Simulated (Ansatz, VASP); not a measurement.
**Two plane-wave programs on Be2Ga2C3**

File INCAR:

```
SYSTEM = Be2Ga2C3
ALGO = Normal
EDIFF = 1E-6
EDIFFG = -0.01
ENCUT = 600
GGA = PE
IBRION = 2
ISIF = 3
ISMEAR = 0
LASPH = .True.
LCHARG = .False.
LREAL = .False.
LWAVE = .False.
NELM = 100
NSW = 100
PREC = Accurate
SIGMA = 0.1
```

The input KPOINTS:

```
k-points
0
Gamma
  9 9 9
  0 0 0
```

The input POSCAR:

```
Be2Ga2C3
1.0
    2.6822152400      1.5485776908      3.2938675324
   -2.6822152400      1.5485776908      3.2938675324
    0.0000000000     -3.0971553816      3.2938675324
Be Ga C
2 2 3
Direct
    0.2366572391      0.2366572391      0.2366572391
    0.7633427609      0.7633427609      0.7633427609
    0.0000000000      0.0000000000      0.0000000000
    0.5000000000      0.5000000000      0.5000000000
    0.0000000000      0.0000000000      0.5000000000
    0.5000000000      0.0000000000      0.0000000000
    0.0000000000      0.5000000000      0.0000000000
```

Input for Ansatz:

```yaml
crystal:
  lattice:
    - [2.68221524, 1.5485776908, 3.2938675324]
    - [-2.68221524, 1.5485776908, 3.2938675324]
    - [0.0, -3.0971553816, 3.2938675324]
  atoms:
    - { symbol: Be, position: [0.2366572391, 0.2366572391, 0.2366572391] }
    - { symbol: Be, position: [0.7633427609, 0.7633427609, 0.7633427609] }
    - { symbol: Ga, position: [0.0, 0.0, 0.0] }
    - { symbol: Ga, position: [0.5, 0.5, 0.5] }
    - { symbol: C, position: [0.0, 0.0, 0.5] }
    - { symbol: C, position: [0.5, 0.0, 0.0] }
    - { symbol: C, position: [0.0, 0.5, 0.0] }
basis:
  ecutwfc: 420
kpoints:
  mp_grid: { grid: [9, 9, 9] }
hamiltonian:
  xc: pbe
scf:
  occupations: { method: gaussian, width: 0.1 }
output:
  forces: true
  stress: true
  eigenvalues: true
relax:
  adjacent_minimum: "off"
  f_tol: 0.01
  max_steps: 80
  cell: { stress_tol: 0.05 }
```

Change from the starting cell: species swapped into the K2Sn2O3 type (R-3m, No. 166).

Alike in both runs: task relaxation of cell and atoms; functional PBE; k mesh 9 × 9 × 9; occupations gaussian, width 0.1 eV; no spin polarisation.

|  | VASP | Ansatz |
| --- | --- | --- |
| version | VASP 6.6.1 | Ansatz 0.2.0 |
| potentials or method | VASP PAW PBE potentials, release 64 (Be, Ga_d, C), cutoff 600 eV | scalar-relativistic, plane waves, PAW |
| valence electrons in the cell | 42 | 42 |

Ansatz gave:

| Quantity | Value |
| --- | --- |
| gap on the k mesh at the Fermi level, each at its own relaxed structure (eV) | none |
| relaxed volume (Å³/atom) | 11.50 |
| relaxed cell length with the largest relative difference (Å) | 4.505 |

Estimate VASP's values.

gap on the k mesh at the Fermi level, each at its own relaxed structure (eV): none; relaxed volume (Å³/atom): 11.52; relaxed cell length with the largest relative difference (Å): 4.506.

A gap of «none» marks a metal or a gap that the smearing closes.
